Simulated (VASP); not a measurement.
Runs of VASP 6.6.1 on TaN. The structure is that of space group P6_3mc (No. 186), or close to it. The cells are those of the table. 

```tsv
cell	gap on the mesh (eV)	pressure (GPa)	largest force (eV/Å)
a = 3.092, b = 3.092, c = 4.807 Å, angles 90.0, 90.0, 120.0°, 4 atoms	none	127.7	0.12
a = 3.286, b = 3.286, c = 4.257 Å, angles 90.0, 90.0, 120.0°, 4 atoms	none	144.9	13.75
a = 2.870, b = 2.870, c = 5.578 Å, angles 90.0, 90.0, 120.0°, 4 atoms	none	(b)	9.67
a = 2.955, b = 2.955, c = 5.264 Å, angles 90.0, 90.0, 120.0°, 4 atoms	none	(a)	6.70
a = 3.220, b = 3.220, c = 4.433 Å, angles 90.0, 90.0, 120.0°, 4 atoms	none	133.6	8.21
```

Alike in all rows: task single point; level PBEsol; potentials or basis VASP PAW PBE potentials, release 64 (Ta_pv, N); no spin polarisation; k mesh 18 × 18 × 12; cutoff (eV) 520; smearing gaussian 0.15 eV.

Problem. Fill in the values left out.

Solution. (a) 139.1; (b) 154.3.

Caveats: the cell stands under pressure; the PAW data sets were made with another functional, which shifts forces and pressure a little; spin-orbit coupling is left out, which moves the levels of the heavy elements.

A k mesh can miss the band edges, and the runs leave out spin-orbit coupling on Ta.

A gap of «none» marks levels without a gap at the run's occupations.
